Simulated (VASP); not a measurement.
# TaN (P6_3mc) in VASP: a series of runs

TaN is run at these levels: PBEsol; tasks: single point.

Everything below comes from runs of VASP 6.6.1. Logs are shortened: lines on timing, memory, paths and dates and some standing lists are left out, and cuts for length are marked.

## (1) The cell of the first run

The structure is hexagonal, space group P6_3mc (No. 186). The conventional cell has a = 3.161 Å, b = 3.161 Å, c = 5.431 Å, α = 90.00°, β = 90.00°, γ = 120.00°. Within 2.3 Å of Ta (site symmetry 3m) lie 4 N at 1.76 to 2.06 Å. N (site symmetry 3m) has 4 Ta at 1.76 to 2.06 Å within 2.3 Å.

## (2) Single point, PBEsol (11.75 Å³/atom)

INCAR reads:

```
ALGO     = Normal         # electronic algorithm
EDIFF    = 1E-6           # SCF threshold, eV
ENCUT    = 520            # plane-wave cutoff, eV
GGA      = PS             # functional
ISIF     = 2              # what is computed and relaxed
ISMEAR   = 0              # smearing method
LASPH    = T              # aspherical terms in the spheres
LCHARG   = F              # write CHGCAR
LREAL    = F              # projectors in reciprocal space
LWAVE    = F              # write WAVECAR
NBANDS   = 24             # bands
NELM     = 60             # most SCF steps
PREC     = Accurate       # precision mode
SIGMA    = 0.15           # smearing width, eV
```

KPOINTS reads:

```
k-points
0
Gamma
  18 18 8
```

POSCAR reads:

```
TaN
1.0
    3.1609589041      0.0000000000      0.0000000000
   -1.5804794521      2.7374707113      0.0000000000
    0.0000000000      0.0000000000      5.4311595891
Ta N
2 2
Direct
    0.3333333333      0.6666666667      0.0301041378
    0.6666666667      0.3333333333      0.5301041378
    0.3333333333      0.6666666667      0.3548958622
    0.6666666667      0.3333333333      0.8548958622
```

Potentials or basis: VASP PAW PBE potentials, release 64 (Ta_pv, N).

Command:

```bash
$ cat potpaw_PBE.64/Ta_pv/POTCAR potpaw_PBE.64/N/POTCAR > POTCAR
$ mpirun -np 1 vasp_std > vasp.out
```

OUTCAR:

```text
EDIFF = 1E-6
   ENCUT = 520
   GGA = PS
   ISIF = 2
   ISMEAR = 0
   LASPH = T
   LREAL = F
   NELM = 60
   PREC = Accurate

 ion  position               nearest neighbor table
   1  0.333  0.667  0.030-   3 1.76   4 2.06   4 2.06   4 2.06   2 3.27   2 3.27   2 3.27   2 3.27
                             2 3.27   2 3.27
   2  0.667  0.333  0.530-   4 1.76   3 2.06   3 2.06   3 2.06   1 3.27   1 3.27   1 3.27   1 3.27
                             1 3.27   1 3.27
   3  0.333  0.667  0.355-   1 1.76   2 2.06   2 2.06   2 2.06
   4  0.667  0.333  0.855-   2 1.76   1 2.06   1 2.06   1 2.06

  LATTYP: Found a hexagonal cell.
 ALAT       =     3.1609589041
 C/A-ratio  =     1.7182000000

  Lattice vectors:

 A1 = (   3.1609589041,   0.0000000000,   0.0000000000)
 A2 = (  -1.5804794521,   2.7374707113,   0.0000000000)
 A3 = (   0.0000000000,   0.0000000000,   5.4311595891)

Analysis of symmetry for initial positions (statically):
=====================================================================
 Subroutine PRICEL returns:
 Original cell was already a primitive cell.

 Routine SETGRP: Setting up the symmetry group for a
 hexagonal supercell.

 Subroutine GETGRP returns: Found 12 space group operations
 (whereof  6 operations were pure point group operations)
 out of a pool of 24 trial point group operations.

The static configuration has the point symmetry C_3v.
 The point group associated with its full space group is C_6v.

Analysis of symmetry for dynamics (positions and initial velocities):
=====================================================================
 Subroutine PRICEL returns:
 Original cell was already a primitive cell.

 Routine SETGRP: Setting up the symmetry group for a
 hexagonal supercell.

 Subroutine GETGRP returns: Found 12 space group operations
 (whereof  6 operations were pure point group operations)
 out of a pool of 24 trial point group operations.

The dynamic configuration has the point symmetry C_3v.
 The point group associated with its full space group is C_6v.

 Subroutine INISYM returns: Found 12 space group operations
 (whereof  6 operations are pure point group operations),
 and found     1 'primitive' translations

----------------------------------------------------------------------------------------

                                     Primitive cell

  volume of cell :      46.9960

  direct lattice vectors                    reciprocal lattice vectors
     3.160958904  0.000000000  0.000000000     0.316359697  0.182650356  0.000000000
    -1.580479452  2.737470711  0.000000000     0.000000000  0.365300712  0.000000000
     0.000000000  0.000000000  5.431159589     0.000000000  0.000000000  0.184122743

  length of vectors
     3.160958904  3.160958904  5.431159589     0.365300712  0.365300712  0.184122743

  position of ions in fractional coordinates (direct lattice)
     0.333333333  0.666666667  0.030104138
     0.666666667  0.333333333  0.530104138
     0.333333333  0.666666667  0.354895862
     0.666666667  0.333333333  0.854895862

  ion indices of the primitive-cell ions
   primitive index   ion index
                 1           1
                 2           2
                 3           3
                 4           4

----------------------------------------------------------------------------------------

 KPOINTS: k-points

Automatic generation of k-mesh.
 Grid dimensions read from file:
 generate k-points for:   18   18    8

 Generating k-lattice:

  Cartesian coordinates                     Fractional coordinates (reciprocal lattice)
     0.017575539  0.010147242  0.000000000     0.055555556 -0.000000000  0.000000000
     0.000000000  0.020294484  0.000000000     0.000000000  0.055555556  0.000000000
     0.000000000  0.000000000  0.023015343     0.000000000  0.000000000  0.125000000

  Length of vectors
     0.020294484  0.020294484  0.023015343

  Shift w.r.t. Gamma in fractional coordinates (k-lattice)
     0.000000000  0.000000000  0.000000000

 Subroutine IBZKPT returns following result:
 ===========================================

 Found    185 irreducible k-points:

 Following reciprocal coordinates:
            Coordinates               Weight
  0.000000  0.000000  0.000000      1.000000
  0.055556  0.000000  0.000000      6.000000
  0.111111  0.000000  0.000000      6.000000
  0.166667  0.000000  0.000000      6.000000
  0.222222  0.000000  0.000000      6.000000
  0.277778  0.000000  0.000000      6.000000
[... 16 lines left out ...]
  0.333333  0.111111  0.000000     12.000000
  0.388889  0.111111  0.000000     12.000000
 [... further k-points ...]
   k-points           NKPTS =    185   k-points in BZ     NKDIM =    185   number of bands    NBANDS=     24
   number of dos      NEDOS =    301   number of ions     NIONS =      4
   total plane-waves  NPLWV =  23040
   dimension x,y,z NGX =    24 NGY =   24 NGZ =   40
   dimension x,y,z NGXF=    48 NGYF=   48 NGZF=   80
   ions per type =               2   2
   NGX,Y,Z   is equivalent  to a cutoff of  12.62, 12.62, 12.24 a.u.
   NGXF,Y,Z  is equivalent  to a cutoff of  25.24, 25.24, 24.49 a.u.
 SYSTEM =  unknown system
   PREC   = accura    normal or accurate (medium, high low for compatibility)
   ISTART =      0    job   : 0-new  1-cont  2-samecut
   ICHARG =      2    charge: 1-file 2-atom 10-const
   ISPIN  =      1    spin polarized calculation?
   LNONCOLLINEAR =      F non collinear calculations
   LSORBIT =      F    spin-orbit coupling
   LASPH  =      T    aspherical Exc in radial PAW
   ENCUT  =  520.0 eV  38.22 Ry    6.18 a.u.   5.88  5.88 10.10*2*pi/ulx,y,z
   NELM   =     60;   NELMIN=  2; NELMDL= -5     # of ELM steps
   EDIFF  = 0.1E-05   stopping-criterion for ELM
   LREAL  =      F    real-space projection
   EDIFFG = 0.1E-04   stopping-criterion for IOM
   NSW    =      0    number of steps for IOM
   IBRION =     -1    ionic relax: 0-MD 1-quasi-New 2-CG
   NFREE  =      0    steps in history (QN), initial steepest desc. (CG)
   ISIF   =      2    stress and relaxation
   ISYM   =      2    0-nonsym 1-usesym 2-fastsym
   POTIM  = 0.5000    time-step for ionic-motion
   TEBEG  =    0.0;   TEEND  =   0.0 temperature during run
   PSTRESS=    0.0 pullay stress
   NELECT =      32.0000    total number of electrons
   NUPDOWN=      -1.0000    fix difference up-down
   EMIN   =  10.00;   EMAX   =-10.00  energy-range for DOS
   EFERMI =   0.00;   METHOD = LEGACY
   ISMEAR =     0;   SIGMA  =   0.15  broadening in eV -4-tet -1-fermi 0-gaus
   EFERMI_NEDOS =   21; number of points for ismear=-14 and -15
   IALGO  =     38    algorithm
   IMIX   =      4    mixing-type and parameters
     AMIX     =   0.40;   BMIX     =  1.00
     AMIX_MAG =   1.60;   BMIX_MAG =  1.00
  volume/ion in A,a.u.               =      11.75        79.29
  Fermi-wavevector in a.u.,A,eV,Ry     =   1.440250  2.721678 28.222835  2.074320
  Thomas-Fermi vector in A             =   2.559015
   LORBIT       =      0    0 simple, 1 ext, 2 COOP (PROOUT), +10 PAW based schemes
   GGA     = PS    functional components
   LHFCALC =     F    Hartree Fock is set to
   AEXX    =    0.0000 exact exchange contribution
   IVDW    =     0    specifies the selected vdW correction
   LEPSILON=     F    determine dielectric tensor
   LRPA    =     F    only Hartree local field effects (RPA)
 non-spin polarized calculation
 Gauss-broadening in eV      SIGMA  =   0.15
  energy-cutoff  :      520.00
  volume of cell :       47.00
 maximum number of plane-waves:      1286
 NGX is ok and might be reduce to    24
   NGX = 11   NGY = 11   NGZ = 21

 number of electron      31.9999994 magnetization

 Free energy of the ion-electron system (eV)
  ---------------------------------------------------
  ext. energy  EPLUGINS =         0.00000000
  ---------------------------------------------------
  free energy    TOTEN  =       -44.33978407 eV

  energy without entropy =      -44.33094097  energy(sigma->0) =      -44.33536252

 E-fermi :   7.3862     XC(G=0): -12.8079

 val. band max:        7.3817007389   @ k =   0.0556   0.0556   0.3750
 cond. band min:       7.3876424811   @ k =   0.3333   0.2778   0.0000
 fundamental gap:      0.0059417423
 Fermi energy:         7.3861898172

 k-point     1 :       0.0000    0.0000    0.0000
  band No.  band energies     occupation
      1     -28.4460      2.00000
      2     -27.6927      2.00000
      3     -27.3260      2.00000
      4     -27.3260      2.00000
      5     -27.2351      2.00000
      6     -27.2351      2.00000
[... 16 lines left out ...]
     23      12.8955      0.00000
     24      15.1550      0.00000

 k-point     2 :       0.0556    0.0000    0.0000
  band No.  band energies     occupation
      1     -28.4387      2.00000
      2     -27.6950      2.00000
      3     -27.3434      2.00000
      4     -27.3309      2.00000
      5     -27.2541      2.00000
      6     -27.2380      2.00000
[... 16 lines left out ...]
     23      13.1423      0.00000
     24      15.2246      0.00000

 k-point     3 :       0.1111    0.0000    0.0000
  band No.  band energies     occupation
      1     -28.4174      2.00000
      2     -27.7022      2.00000
      3     -27.3933      2.00000
      4     -27.3450      2.00000
      5     -27.3083      2.00000
      6     -27.2468      2.00000
[... 16 lines left out ...]
     23      13.7730      0.00000
     24      15.1869      0.00000
[... 514 lines left out ...]
 k-point    23 :       0.3333    0.1111    0.0000
  band No.  band energies     occupation
      1     -28.1667      2.00000
      2     -27.8458      2.00000
      3     -27.8029      2.00000
      4     -27.7295      2.00000
      5     -27.4968      2.00000
      6     -27.3670      2.00000
[... 16 lines left out ...]
     23      13.4625      0.00000
     24      14.6939      0.00000

 k-point    24 :       0.3889    0.1111    0.0000
  band No.  band energies     occupation
      1     -28.1263      2.00000
      2     -27.8835      2.00000
      3     -27.8433      2.00000
      4     -27.7593      2.00000
      5     -27.5146      2.00000
      6     -27.3788      2.00000
[... 16 lines left out ...]
     23      13.3768      0.00000
     24      14.6465      0.00000

 [... further k-points ...]

------------------------ aborting loop because EDIFF is reached ----------------------------------------

  FORCE on cell =-STRESS in cart. coord.  units (eV):
  Direction    XX          YY          ZZ          XY          YZ          ZX
  --------------------------------------------------------------------------------------
  -------------------------------------------------------------------------------------
  Total        4.3410811      4.3410811     29.9481815     -0.0000000      0.0000000      0.0000000
  in kB      147.9951845    147.9951845   1020.9868387     -0.0000000      0.0000000      0.0000000
  external PRESSURE =     438.9924025 kB  Pullay stress =       0.0000000 kB

 VOLUME and BASIS-vectors are now :
 -----------------------------------------------------------------------------
  energy-cutoff  :      520.00
  volume of cell :       47.00
      direct lattice vectors                 reciprocal lattice vectors
     3.160958904  0.000000000  0.000000000     0.316359697  0.182650356  0.000000000
    -1.580479452  2.737470711  0.000000000     0.000000000  0.365300712  0.000000000
     0.000000000  0.000000000  5.431159589     0.000000000  0.000000000  0.184122743

 POSITION                                       TOTAL-FORCE (eV/Angst)
 -----------------------------------------------------------------------------------
     -0.00000      1.82498      0.16350        -0.000000     -0.000000     -5.123754
      1.58048      0.91249      2.87908        -0.000000      0.000000     -5.123754
     -0.00000      1.82498      1.92750        -0.000000     -0.000000      5.123754
      1.58048      0.91249      4.64308         0.000000      0.000000      5.123754
 -----------------------------------------------------------------------------------
    total drift:                               -0.000000      0.000000     -0.000092

  FREE ENERGIE OF THE ION-ELECTRON SYSTEM (eV)
  ---------------------------------------------------
  free  energy   TOTEN  =       -44.3397840727 eV

  energy  without entropy=      -44.3309409730  energy(sigma->0) =      -44.33536252
```

Wall time 2.5 min (1 thread of Intel Xeon Platinum 8375C at 2.90GHz (Ice Lake), shared host); peak memory 0.29 GiB.

What came out:

- Free energy: -44.3398 eV
- Pressure: 43.9 GPa
- Largest force: 5.124 eV/Å
- Band gap on the k mesh: zero (bands 16 and 17 overlap by 1.15 eV)

Forces in eV/Å, atoms in the order of the input:
```
Ta   0.000  0.000 -5.124
Ta   0.000  0.000 -5.124
N    0.000  0.000  5.124
N    0.000  0.000  5.124
```

Caveat: the stress differs along the axes, from 15 to 102 GPa; the PAW data sets were made with another functional, which shifts forces and pressure a little; spin-orbit coupling is left out, which moves the levels of the heavy elements.

## (3) Single point, PBEsol (11.75 Å³/atom)

INCAR reads:

```
ALGO = Normal ; EDIFF = 1E-6
ENCUT = 520 ; GGA = PS
ISIF = 2 ; ISMEAR = 0
LASPH = True ; LCHARG = False
LREAL = False ; LWAVE = False
NBANDS = 24 ; NELM = 100
PREC = Accurate ; SIGMA = 0.15
```

KPOINTS is that of step 2.

POSCAR reads:

```
TaN
1.0
    2.9960119483      0.0000000000      0.0000000000
   -1.4980059742      2.5946224573      0.0000000000
    0.0000000000      0.0000000000      6.0456525106
Ta N
2 2
Direct
    0.3333333333      0.6666666667      0.0301041378
    0.6666666667      0.3333333333      0.5301041378
    0.3333333333      0.6666666667      0.3548958622
    0.6666666667      0.3333333333      0.8548958622
```

Potentials or basis: VASP PAW PBE potentials, release 64 (Ta_pv, N).

Command:

```bash
$ cat potpaw_PBE.64/Ta_pv/POTCAR potpaw_PBE.64/N/POTCAR > POTCAR
$ mpirun -np 1 vasp_std > vasp.out
```

Run time: 2.7 min. Hardware: 1 thread of Intel Xeon Platinum 8375C at 2.90GHz (Ice Lake), shared host; peak memory 0.31 GiB.

It converged, with:

```
Free energy            : -45.4555 eV
Pressure               : 25.7 GPa
Largest force          : 0.960 eV/Å
Band gap on the k mesh : zero (bands 16 and 17 overlap by 0.38 eV)
```

Forces in eV/Å, atoms in the order of the input:
```
Ta   0.000  0.000  0.960
Ta   0.000  0.000  0.960
N    0.000  0.000 -0.960
N    0.000  0.000 -0.960
```

Stress tensor (GPa, compression positive):
```
29.44  0.00  0.00
 0.00 29.44  0.00
 0.00  0.00 18.10
```

Levels at points of the mesh, in eV from the Fermi level:
| k point | band 12 | band 13 | band 14 | band 15 | band 16 | band 17 | band 18 | band 19 | band 20 | band 21 |
| --- | --- | --- | --- | --- | --- | --- | --- | --- | --- | --- |
| (0.00, 0.00, 0.00) | -5.63 | -4.78 | -4.78 | -0.70 | -0.57 | 0.30 | 0.30 | 2.50 | 2.50 | 3.24 |
| (0.50, 0.00, 0.00) | -5.87 | -4.86 | -3.83 | -2.63 | -0.39 | 1.18 | 2.43 | 3.18 | 4.22 | 4.82 |
| (0.00, 0.00, 0.50) | -5.25 | -5.25 | -5.25 | 0.24 | 0.24 | 1.16 | 1.16 | 1.16 | 1.16 | 5.26 |
| (0.50, 0.00, 0.50) | -5.79 | -5.00 | -5.00 | -1.09 | -1.09 | 1.60 | 1.60 | 4.05 | 4.05 | 5.33 |

Caveat: the stress differs along the axes, from 18 to 29 GPa; the PAW data sets were made with another functional, which shifts forces and pressure a little; spin-orbit coupling is left out, which moves the levels of the heavy elements.

## (4) Single point, PBEsol (11.75 Å³/atom)

INCAR reads:

```
SYSTEM = TaN
PREC = Accurate
ENCUT = 520
EDIFF = 1E-6
ISMEAR = 0
SIGMA = 0.15
LREAL = .FALSE.
LASPH = .TRUE.
NELM = 80
ALGO = Normal
ISIF = 2
LWAVE = .FALSE.
LCHARG = .FALSE.
GGA = PS
NBANDS = 24
```

KPOINTS reads:

```
regular mesh
0
G
  18 18 8
  0 0 0
```

POSCAR reads:

```
TaN
1.0
    2.9168027856      0.0000000000      0.0000000000
   -1.4584013928      2.5260253102      0.0000000000
    0.0000000000      0.0000000000      6.3784643316
Ta N
2 2
Direct
    0.3333333333      0.6666666667      0.0301041378
    0.6666666667      0.3333333333      0.5301041378
    0.3333333333      0.6666666667      0.3548958622
    0.6666666667      0.3333333333      0.8548958622
```

Command:

```bash
$ cat potpaw_PBE.64/Ta_pv/POTCAR potpaw_PBE.64/N/POTCAR > POTCAR
$ mpirun -np 1 vasp_std > vasp.out
```

Run time: 2.9 min. Hardware: 1 thread of Intel Xeon Platinum 8375C at 2.90GHz (Ice Lake), shared host; peak memory 0.31 GiB.

Results (log left out):

```
Free energy            : -44.9786 eV
Pressure               : 23.3 GPa
Largest force          : 2.431 eV/Å
Band gap on the k mesh : zero (bands 16 and 17 overlap by 0.12 eV)
```

Forces in eV/Å, atoms in the order of the input:
```
Ta   0.000  0.000  2.431
Ta   0.000  0.000  2.431
N    0.000  0.000 -2.431
N    0.000  0.000 -2.431
```

Stress tensor (GPa, compression positive):
```
39.20  0.00  0.00
 0.00 39.20  0.00
 0.00  0.00 -8.61
```

Levels at points of the mesh, in eV from the Fermi level:
```csv
k point,band 13,band 14,band 15,band 16,band 17,band 18,band 19,band 20
"(0.00, 0.00, 0.00)",-4.20,-4.20,-0.76,-0.29,0.84,0.84,2.54,2.54
"(0.50, 0.00, 0.00)",-4.56,-3.44,-2.46,-0.26,1.01,2.33,3.71,5.02
"(0.00, 0.00, 0.50)",-4.54,-4.54,0.02,0.02,1.50,1.50,1.50,1.50
"(0.50, 0.00, 0.50)",-4.36,-4.36,-1.17,-1.17,1.56,1.56,4.73,4.73
```

Caveat: the stress differs along the axes, from -9 to 39 GPa; the PAW data sets were made with another functional, which shifts forces and pressure a little; spin-orbit coupling is left out, which moves the levels of the heavy elements.

(Continued in part 2 of 2.)

The gap in the log of VASP goes by the Fermi energy; the results here count the filled bands.